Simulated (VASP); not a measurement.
SiC (Moissanite 3C), 2 atoms in the cell. The structure is cubic, space group F-43m (No. 216). The conventional cell has a = 4.380 Å, b = 4.380 Å, c = 4.380 Å, α = 90.00°, β = 90.00°, γ = 90.00°. Si (site symmetry -43m) has 4 C at 1.90 Å within 2.5 Å. Within 2.5 Å of C (site symmetry -43m) lie 4 Si at 1.90 Å. 

* Program: VASP 6.6.1
* Task: single point
* Functional: PBE
* Potentials or basis: VASP PAW PBE potentials, release 64 (Si, C)
* Cutoff: 520 eV
* k mesh: 9 × 9 × 9
* Occupations: gaussian, width 0.01 eV
* Spin: no spin polarisation
* Dipole correction: no
* Further INCAR settings: ALGO = Normal; EDIFF = 1e-07; NBANDS = 11

Potentials or basis: VASP PAW PBE potentials, release 64 (Si, C).

Run with:

```console
$ cat potpaw_PBE.64/Si/POTCAR potpaw_PBE.64/C/POTCAR > POTCAR
$ mpirun -np 1 vasp_std > vasp.out
```

Hardware: 1 thread of Intel Xeon 8259CL, with other jobs on the host.

Q: How long does it take, and how much memory?

A: It took 9.9 s on 1 thread of Intel Xeon 8259CL (shared host), peak memory 0.13 GiB. Counts: scf iterations 13, k points 35.
